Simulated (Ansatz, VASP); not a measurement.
## BiTe in VASP and in Ansatz

Contents of INCAR:

```
SYSTEM = BiTe
PREC = Accurate ; ENCUT = 520
EDIFF = 1E-6 ; ISMEAR = 0
SIGMA = 0.15 ; LREAL = .False.
LASPH = .True. ; NELM = 60
ALGO = Normal ; ISIF = 2
LWAVE = .False. ; LCHARG = .False.
GGA = PS ; NBANDS = 18
```

Contents of KPOINTS:

```
Automatic mesh
0
Gamma
  14 14 14
  0 0 0
```

File POSCAR:

```
BiTe
1.0
    0.0000000000      3.1379500000      3.1864750000
    3.1379500000      0.0000000000      3.1864750000
    3.1379500000      3.1379500000      0.0000000000
Bi Te
1 1
Direct
    0.0000000000      0.0000000000      0.0000000000
    0.5000000000      0.5000000000      0.5000000000
```

Input for Ansatz:

```yaml
crystal:
  lattice:
    - [0.0, 3.13795, 3.186475]
    - [3.13795, 0.0, 3.186475]
    - [3.13795, 3.13795, 0.0]
  atoms:
    - { symbol: Bi, position: [0.0, 0.0, 0.0] }
    - { symbol: Te, position: [0.5, 0.5, 0.5] }
basis:
  ecutwfc: 420
kpoints:
  mp_grid: { grid: [14, 14, 14] }
hamiltonian:
  xc: pbesol
scf:
  occupations: { method: gaussian, width: 0.15 }
output:
  forces: true
  stress: true
  eigenvalues: true
```

Change from the starting cell: strain -0.030 along x and y, -0.015 along z, atoms carried along.

Alike in both runs: task single point; functional PBEsol; k mesh 14 × 14 × 14; occupations gaussian, width 0.15 eV; no spin polarisation.

|  | VASP | Ansatz |
| --- | --- | --- |
| version | VASP 6.6.1 | Ansatz 0.2.0 |
| potentials or method | VASP PAW PBE potentials, release 64 (Bi_d, Te), cutoff 520 eV | scalar-relativistic, plane waves, PAW |
| valence electrons in the cell | 21 | 31 |

```tsv
	VASP	Ansatz	Ansatz less VASP
gap on the k mesh at the Fermi level (eV)	none	none	-
pressure (GPa)	2.5	2.5	0.00
traceless stress, the component that is largest in VASP (GPa)	-1.02	-1.02	-0.001
```

VASP's potentials were made for PBE, not for PBEsol. A gap of «none» marks a metal or a gap that the smearing closes. VASP's potentials hold 21 valence electrons a cell and Ansatz's 31, so a difference there can come from the potentials and not from the codes.

Spin-orbit coupling is off throughout.
